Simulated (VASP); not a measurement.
# Ta4C in VASP: single point with PBEsol

Aim: the single point of Ta4C with PBEsol.

Everything below comes from runs of VASP 6.6.1. Logs are shortened: lines on timing, memory, paths and dates and some standing lists are left out, and cuts for length are marked.

## (1) The cell of the first run

The cell holds a slab with vacuum, 5 atoms: a = 2.841 Å, b = 2.841 Å, c = 25.959 Å, α = 90.00°, β = 90.00°, γ = 109.47°.

## (2) Single point, PBEsol

The input, INCAR:

```
PREC = Accurate
ENCUT = 520
EDIFF = 1E-6
ISMEAR = 0
SIGMA = 0.1
LREAL = F
LASPH = T
NELM = 80
ALGO = Normal
ISIF = 2
LWAVE = F
LCHARG = F
LDIPOL = T
IDIPOL = 3
DIPOL = 0.5 0.5 0.498
GGA = PS
NBANDS = 32
```

The input, KPOINTS:

```
regular mesh
0
Gamma
  11 11 1
```

The input, POSCAR:

```
Ta4C
1.0
    2.8410132457      0.0000000000      0.0000000000
   -0.9470044152      2.6785329753      0.0000000000
    0.0000000000      0.0000000000     25.9590328043
Ta C
4 1
Direct
    0.5000000000      0.5000000000      0.3274390099
    0.0000000000      0.0000000000      0.4167981790
    0.4987988739      0.5012011261      0.5045180978
   -0.0321187054      0.0321187054      0.6007330300
    0.3533680280      0.6466319720      0.6387751056
```

Potentials or basis: VASP PAW PBE potentials, release 64 (Ta_pv, C).

On the command line:

```bash
$ cat potpaw_PBE.64/Ta_pv/POTCAR potpaw_PBE.64/C/POTCAR > POTCAR
$ mpirun -np 1 vasp_std > vasp.out
```

OUTCAR:

```text
PREC = Accurate
   ENCUT = 520
   EDIFF = 1E-6
   ISMEAR = 0
   LREAL = F
   LASPH = T
   NELM = 80
   ISIF = 2
   GGA = PS

 ion  position               nearest neighbor table
   1  0.500  0.500  0.327-   2 2.84   2 2.84   2 3.28   2 3.28
   2  0.000  0.000  0.417-   3 2.81   3 2.81   1 2.84   1 2.84   3 3.25   3 3.25   1 3.28   1 3.28

   3  0.499  0.501  0.505-   2 2.81   2 2.81   4 2.99   4 2.99   2 3.25   2 3.25   4 3.31   4 3.51

   4  0.968  0.032  0.601-   5 1.99   5 1.99   5 2.04   3 2.99   3 2.99   3 3.31   3 3.51
   5  0.353  0.647  0.639-   4 1.99   4 1.99   4 2.04

  LATTYP: Found a base centered orthorhombic cell.
 ALAT       =     3.2805195244
 B/A-ratio  =     1.4142135624
 C/A-ratio  =     7.9130859035

  Lattice vectors:

 A1 = (   2.8410132457,   0.0000000000,   0.0000000000)
 A2 = (  -0.9470044152,   2.6785329753,   0.0000000000)
 A3 = (   0.0000000000,   0.0000000000,  25.9590328043)

Analysis of symmetry for initial positions (statically):
=====================================================================
 Subroutine PRICEL returns:
 Original cell was already a primitive cell.

 Routine SETGRP: Setting up the symmetry group for a
 base centered orthorhombic supercell.

 Subroutine GETGRP returns: Found  2 space group operations
 (whereof  2 operations were pure point group operations)
 out of a pool of  8 trial point group operations.

The static configuration has the point symmetry C_1h.

Analysis of symmetry for dynamics (positions and initial velocities):
=====================================================================
 Subroutine PRICEL returns:
 Original cell was already a primitive cell.

 Routine SETGRP: Setting up the symmetry group for a
 base centered orthorhombic supercell.

 Subroutine GETGRP returns: Found  2 space group operations
 (whereof  2 operations were pure point group operations)
 out of a pool of  8 trial point group operations.

The dynamic configuration has the point symmetry C_1h.

 Subroutine INISYM returns: Found  2 space group operations
 (whereof  2 operations are pure point group operations),
 and found     1 'primitive' translations

----------------------------------------------------------------------------------------

                                     Primitive cell

  volume of cell :     197.5417

  direct lattice vectors                    reciprocal lattice vectors
     2.841013246  0.000000000  0.000000000     0.351987095  0.124446231  0.000000000
    -0.947004415  2.678532975  0.000000000     0.000000000  0.373338693  0.000000000
     0.000000000  0.000000000 25.959032804     0.000000000  0.000000000  0.038522236

  length of vectors
     2.841013246  2.841013246 25.959032804     0.373338693  0.373338693  0.038522236

  position of ions in fractional coordinates (direct lattice)
     0.500000000  0.500000000  0.327439010
     0.000000000  0.000000000  0.416798179
     0.498798874  0.501201126  0.504518098
     0.967881295  0.032118705  0.600733030
     0.353368028  0.646631972  0.638775106

  ion indices of the primitive-cell ions
   primitive index   ion index
                 1           1
                 2           2
                 3           3
                 4           4
                 5           5

----------------------------------------------------------------------------------------

 KPOINTS: regular mesh

Automatic generation of k-mesh.
 Grid dimensions read from file:
 generate k-points for:   11   11    1

 Generating k-lattice:

  Cartesian coordinates                     Fractional coordinates (reciprocal lattice)
     0.031998827  0.011313294  0.000000000     0.090909091  0.000000000  0.000000000
     0.000000000  0.033939881  0.000000000     0.000000000  0.090909091  0.000000000
     0.000000000  0.000000000  0.038522236     0.000000000  0.000000000  1.000000000

  Length of vectors
     0.033939881  0.033939881  0.038522236

  Shift w.r.t. Gamma in fractional coordinates (k-lattice)
     0.000000000  0.000000000  0.000000000

 Subroutine IBZKPT returns following result:
 ===========================================

 Found     36 irreducible k-points:

 Following reciprocal coordinates:
            Coordinates               Weight
  0.000000  0.000000  0.000000      1.000000
  0.090909 -0.000000  0.000000      4.000000
  0.181818 -0.000000  0.000000      4.000000
  0.272727 -0.000000  0.000000      4.000000
  0.363636 -0.000000  0.000000      4.000000
  0.454545  0.000000  0.000000      4.000000
[... 16 lines left out ...]
 -0.272727  0.181818  0.000000      4.000000
 -0.181818  0.181818  0.000000      2.000000
 [... further k-points ...]
   k-points           NKPTS =     36   k-points in BZ     NKDIM =     36   number of bands    NBANDS=     32
   number of dos      NEDOS =    301   number of ions     NIONS =      5
   total plane-waves  NPLWV = 112896
   dimension x,y,z NGX =    24 NGY =   24 NGZ =  196
   dimension x,y,z NGXF=    48 NGYF=   48 NGZF=  392
   ions per type =               4   1
   NGX,Y,Z   is equivalent  to a cutoff of  14.04, 14.04, 12.55 a.u.
   NGXF,Y,Z  is equivalent  to a cutoff of  28.09, 28.09, 25.10 a.u.
 SYSTEM =  unknown system
   PREC   = accura    normal or accurate (medium, high low for compatibility)
   ISTART =      0    job   : 0-new  1-cont  2-samecut
   ICHARG =      2    charge: 1-file 2-atom 10-const
   ISPIN  =      1    spin polarized calculation?
   LNONCOLLINEAR =      F non collinear calculations
   LSORBIT =      F    spin-orbit coupling
   LASPH  =      T    aspherical Exc in radial PAW
   ENCUT  =  520.0 eV  38.22 Ry    6.18 a.u.   5.28  5.28 48.27*2*pi/ulx,y,z
   NELM   =     80;   NELMIN=  2; NELMDL= -5     # of ELM steps
   EDIFF  = 0.1E-05   stopping-criterion for ELM
   LREAL  =      F    real-space projection
   EDIFFG = 0.1E-04   stopping-criterion for IOM
   NSW    =      0    number of steps for IOM
   IBRION =     -1    ionic relax: 0-MD 1-quasi-New 2-CG
   NFREE  =      0    steps in history (QN), initial steepest desc. (CG)
   ISIF   =      2    stress and relaxation
   ISYM   =      2    0-nonsym 1-usesym 2-fastsym
   POTIM  = 0.5000    time-step for ionic-motion
   TEBEG  =    0.0;   TEEND  =   0.0 temperature during run
   PSTRESS=    0.0 pullay stress
   NELECT =      48.0000    total number of electrons
   NUPDOWN=      -1.0000    fix difference up-down
   EMIN   =  10.00;   EMAX   =-10.00  energy-range for DOS
   EFERMI =   0.00;   METHOD = LEGACY
   ISMEAR =     0;   SIGMA  =   0.10  broadening in eV -4-tet -1-fermi 0-gaus
   EFERMI_NEDOS =   21; number of points for ismear=-14 and -15
   IALGO  =     38    algorithm
   IMIX   =      4    mixing-type and parameters
     AMIX     =   0.40;   BMIX     =  1.00
     AMIX_MAG =   1.60;   BMIX_MAG =  1.00
  volume/ion in A,a.u.               =      39.51       266.62
  Fermi-wavevector in a.u.,A,eV,Ry     =   1.021572  1.930491 14.199168  1.043609
  Thomas-Fermi vector in A             =   2.155204
   LORBIT       =      0    0 simple, 1 ext, 2 COOP (PROOUT), +10 PAW based schemes
   GGA     = PS    functional components
   LHFCALC =     F    Hartree Fock is set to
   AEXX    =    0.0000 exact exchange contribution
   IVDW    =     0    specifies the selected vdW correction
   LEPSILON=     F    determine dielectric tensor
   LRPA    =     F    only Hartree local field effects (RPA)
 non-spin polarized calculation
 Gauss-broadening in eV      SIGMA  =   0.10
  energy-cutoff  :      520.00
  volume of cell :      197.54
 maximum number of plane-waves:      5364
 NGX is ok and might be reduce to    24
   NGX = 11   NGY = 11   NGZ = 97

 dipolmoment           0.000000      0.000000     -0.000336 electrons x Angstroem

 number of electron      48.0000006 magnetization

 dipolmoment           0.000000      0.000000      0.059592 electrons x Angstroem

 Free energy of the ion-electron system (eV)
  ---------------------------------------------------
  ext. energy  EPLUGINS =         0.00000000
  ---------------------------------------------------
  free energy    TOTEN  =       -56.25615649 eV

  energy without entropy =      -56.23256105  energy(sigma->0) =      -56.24435877

 E-fermi :  -1.1876     XC(G=0):  -5.7007

 val. band max:       -1.1946707922   @ k =   0.4545   0.3636   0.0000
 cond. band min:      -1.1768290579   @ k =   0.3636  -0.0000   0.0000
 fundamental gap:      0.0178417343
 Fermi energy:        -1.1876445851

 k-point     1 :       0.0000    0.0000    0.0000
  band No.  band energies     occupation
      1     -35.5207      2.00000
      2     -35.2236      2.00000
      3     -34.8333      2.00000
      4     -34.7934      2.00000
      5     -34.6149      2.00000
      6     -34.5612      2.00000
[... 24 lines left out ...]
     31       2.2118      0.00000
     32       2.4681      0.00000

 k-point     2 :       0.0909   -0.0000    0.0000
  band No.  band energies     occupation
      1     -35.4993      2.00000
      2     -35.2203      2.00000
      3     -34.8661      2.00000
      4     -34.8128      2.00000
      5     -34.6468      2.00000
      6     -34.6056      2.00000
[... 24 lines left out ...]
     31       2.2103      0.00000
     32       2.3751      0.00000

 k-point     3 :       0.1818   -0.0000    0.0000
  band No.  band energies     occupation
      1     -35.4438      2.00000
      2     -35.2237      2.00000
      3     -34.9968      2.00000
      4     -34.9011      2.00000
      5     -34.7956      2.00000
      6     -34.7107      2.00000
[... 24 lines left out ...]
     31       2.1124      0.00000
     32       2.1855      0.00000

 k-point     4 :       0.2727   -0.0000    0.0000
  band No.  band energies     occupation
      1     -35.3957      2.00000
      2     -35.2962      2.00000
      3     -35.1852      2.00000
      4     -35.0804      2.00000
      5     -35.0237      2.00000
      6     -34.7948      2.00000
[... 24 lines left out ...]
     31       2.4154      0.00000
     32       2.4721      0.00000

 k-point     5 :       0.3636   -0.0000    0.0000
  band No.  band energies     occupation
      1     -35.4972      2.00000
      2     -35.4213      2.00000
      3     -35.3705      2.00000
      4     -35.2377      2.00000
      5     -35.1210      2.00000
      6     -34.8373      2.00000
[... 584 lines left out ...]
     31       2.8908      0.00000
     32       3.1552      0.00000

 k-point    22 :      -0.3636    0.1818    0.0000
  band No.  band energies     occupation
      1     -35.4091      2.00000
      2     -35.3099      2.00000
      3     -35.2809      2.00000
      4     -35.1747      2.00000
      5     -35.1180      2.00000
      6     -34.9233      2.00000
[... 24 lines left out ...]
     31       2.7493      0.00000
     32       2.9515      0.00000

 k-point    23 :      -0.2727    0.1818    0.0000
  band No.  band energies     occupation
      1     -35.3869      2.00000
      2     -35.1715      2.00000
      3     -35.1248      2.00000
      4     -34.9974      2.00000
      5     -34.9174      2.00000
      6     -34.9078      2.00000
[... 24 lines left out ...]
     31       1.6643      0.00000
     32       1.9540      0.00000

 k-point    24 :      -0.1818    0.1818    0.0000
  band No.  band energies     occupation
      1     -35.4332      2.00000
      2     -35.1621      2.00000
      3     -34.9264      2.00000
      4     -34.8941      2.00000
      5     -34.8047      2.00000
      6     -34.7586      2.00000
[... 24 lines left out ...]
     31       0.7633      0.00000
     32       1.8571      0.00000

 [... further k-points ...]

------------------------ aborting loop because EDIFF is reached ----------------------------------------

 vacuum level on the upper side and lower side of the slab       (xc-potential included)         0.685        -0.703

  FORCE on cell =-STRESS in cart. coord.  units (eV):
  Direction    XX          YY          ZZ          XY          YZ          ZX
  --------------------------------------------------------------------------------------
  -------------------------------------------------------------------------------------
  Total        4.0156077      3.2150109     -0.8466726     -1.1322149      0.0046730     -0.0066091
  in kB       32.5689008     26.0755976     -6.8670044     -9.1829173      0.0379009     -0.0536035
  external PRESSURE =      17.2591647 kB  Pullay stress =       0.0000000 kB

 VOLUME and BASIS-vectors are now :
 -----------------------------------------------------------------------------
  energy-cutoff  :      520.00
  volume of cell :      197.54
      direct lattice vectors                 reciprocal lattice vectors
     2.841013246  0.000000000  0.000000000     0.351987095  0.124446231  0.000000000
    -0.947004415  2.678532975  0.000000000     0.000000000  0.373338693  0.000000000
     0.000000000  0.000000000 25.959032804     0.000000000  0.000000000  0.038522236

 POSITION                                       TOTAL-FORCE (eV/Angst)
 -----------------------------------------------------------------------------------
      0.94700      1.33927      8.50000         0.018559     -0.013123      0.421289
      0.00000      0.00000     10.81968        -0.020760      0.014679     -0.432726
      0.94245      1.34248     13.09680        -0.001559      0.001102     -0.004148
      2.71935      0.08603     15.59445        -0.018631      0.013174     -0.078257
      0.39156      1.73203     16.58198         0.022391     -0.015833      0.093842
 -----------------------------------------------------------------------------------
    total drift:                                0.000031     -0.000022      0.000070

  FREE ENERGIE OF THE ION-ELECTRON SYSTEM (eV)
  ---------------------------------------------------
  free  energy   TOTEN  =       -56.2561564943 eV

  energy  without entropy=      -56.2325610496  energy(sigma->0) =      -56.24435877

 vacuum level on the upper side and lower side of the slab         5.163         3.747
```

It took 11 min on 1 thread of AMD EPYC 7R13 (Zen 3), shared host; peak memory 0.41 GiB.

What came out:

| Item | Value |
| --- | --- |
| Free energy | -56.2562 eV |
| Largest force | 0.433 eV/Å |
| Band gap on the k mesh | zero (band 24 reaches -0.06 eV, above the bottom of band 25 at -1.59 eV) |

Forces in eV/Å, atoms in the order of the input:
```
Ta   0.019 -0.013  0.421
Ta  -0.021  0.015 -0.433
Ta  -0.002  0.001 -0.004
Ta  -0.019  0.013 -0.078
C    0.022 -0.016  0.094
```

Levels at points of the mesh, in eV from the Fermi level:
```
           k point  band 21  band 22  band 23  band 24  band 25  band 26  band 27  band 28
(0.00, 0.00, 0.00)    -0.90    -0.74    -0.36     0.19     0.50     0.90     0.96     1.50
```

Caveat: the PAW data sets were made with another functional, which shifts forces and pressure a little; spin-orbit coupling is left out, which moves the levels of the heavy elements.
